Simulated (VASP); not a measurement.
**CaMg12: single point with PBE**

System: CaMg12, a slab with vacuum.

```
CELL_PARAMETERS angstrom
6.42000 0.00000 0.00000
3.21000 5.55988 0.00000
0.00000 0.00000 18.21304
ATOMIC_POSITIONS crystal
Mg 0.00000 0.00000 0.05491
Mg 0.50000 0.00000 0.05491
Mg 0.00000 0.50000 0.05491
Mg 0.50000 0.50000 0.05491
Mg 0.82984 0.33670 0.20214
Mg 0.33306 0.33716 0.20045
Mg 0.83586 0.83179 0.19747
Mg 0.33323 0.83240 0.19921
Mg 0.99782 0.99872 0.34102
Mg 0.51114 0.99668 0.33474
Mg 0.00004 0.50186 0.34688
Mg 0.49764 0.50417 0.36421
Ca 0.23154 0.10210 0.48673
```

```json
{
  "Program": "VASP 6.6.1",
  "Task": "single point",
  "Functional": "PBE",
  "Potentials or basis": "VASP PAW PBE potentials, release 64 (Mg, Ca_sv)",
  "Cutoff": "520 eV",
  "k mesh": "5 × 5 × 1",
  "Occupations": "gaussian, width 0.15 eV",
  "Spin": "no spin polarisation"
}
```

The largest force is 0.052 eV/Å and the band gap on the k mesh is zero (bands 17 and 18 overlap by 0.34 eV).

Forces on the atoms (eV/Å):
```
Mg   0.036  0.036  0.007
Mg  -0.032  0.026  0.001
Mg  -0.007 -0.050  0.011
Mg   0.007 -0.005  0.002
Mg   0.003  0.004 -0.006
Mg  -0.007  0.012 -0.011
Mg   0.013 -0.009 -0.002
Mg  -0.003  0.000 -0.003
Mg  -0.009 -0.005 -0.006
Mg  -0.004 -0.005  0.007
Mg  -0.001 -0.001 -0.004
Mg   0.001 -0.002  0.003
Ca   0.003 -0.001  0.001
```

Levels at points of the mesh, in eV from the Fermi level:
| k point | band 13 | band 14 | band 15 | band 16 | band 17 | band 18 | band 19 | band 20 | band 21 | band 22 |
| --- | --- | --- | --- | --- | --- | --- | --- | --- | --- | --- |
| (0.00, 0.00, 0.00) | -1.59 | -1.48 | -0.82 | -0.80 | -0.75 | -0.33 | -0.27 | -0.22 | -0.07 | 0.84 |

Run time: 5.5 min on 1 thread of Intel(R) Xeon(R) 6975P-C (Granite Rapids) (shared host), peak memory 0.74 GiB.

Caveat: there is no dipole correction, which matters where the two faces differ.
